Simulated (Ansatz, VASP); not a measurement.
## Two plane-wave programs on MoS2

```
CELL_PARAMETERS angstrom
3.22746 0.00000 0.00000
-1.61373 2.79507 0.00000
0.00000 0.00000 6.31247
ATOMIC_POSITIONS crystal
Mo 0.00000 0.00000 0.50000
S 0.66667 0.33333 0.74468
S 0.33333 0.66667 0.25532
```

Alike in both runs: task single point; functional r2SCAN; dispersion rVV10; k mesh 9 × 9 × 4; occupations fermi-dirac, width 0.05 eV; no spin polarisation.

```csv
,VASP,Ansatz
version,VASP 6.6.1,Ansatz 0.2.0
potentials or method,"VASP PAW PBE potentials, release 64 (Mo_sv, S)",Ansatz PAW
plane-wave cutoff (eV),520,500
valence electrons in the cell,26,26
```

|  | VASP | Ansatz | Ansatz less VASP |
| --- | --- | --- | --- |
| gap on the k mesh at the Fermi level (eV) | none | none | - |
| pressure (GPa) | -1.0 | -1.1 | -0.16 |
| traceless stress, the component that is largest in VASP (GPa) | 0.48 | 0.51 | +0.025 |
| rms of the force components (eV/Å) | 0.071 | 0.063 | -0.0084 |

VASP's potentials were made for PBE, not for r2SCAN. Atom by atom the forces differ by 0.008 eV/Å (rms over components). A gap of «none» marks a metal or a gap that the smearing closes.
